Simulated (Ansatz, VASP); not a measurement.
# Two plane-wave programs on TlH3

```xyz
4
Lattice="3.4596 0.0000 0.0000 0.0000 3.4596 0.0000 0.0000 0.0000 3.4596" Properties=species:S:1:pos:R:3 pbc="T T T"
Tl    0.0000    0.0000    0.0000
H     0.0000    1.7298    1.7298
H     1.7298    0.0000    1.7298
H     1.7298    1.7298    0.0000
```

Alike in both runs: functional PBE; k mesh 6 × 6 × 6; occupations gaussian, width 0.1 eV; no spin polarisation.

Ansatz relaxed the structure, and its values are those at the end. VASP's run is a single point on that final structure, the one shown.

```csv
,VASP,Ansatz
version,VASP 6.6.1,Ansatz 0.2.0
potentials or method,"VASP PAW PBE potentials, release 64 (Tl_d, H), cutoff 520 eV","scalar-relativistic, plane waves, PAW"
valence electrons in the cell,16,16
```

VASP gave:

- gap on the k mesh at the Fermi level (eV): none
- pressure (GPa): -0.2

Which values does Ansatz return?

gap on the k mesh at the Fermi level (eV): none; pressure (GPa): -0.1.

A gap of «none» marks a metal or a gap that the smearing closes.

Neither program's run includes spin-orbit coupling.
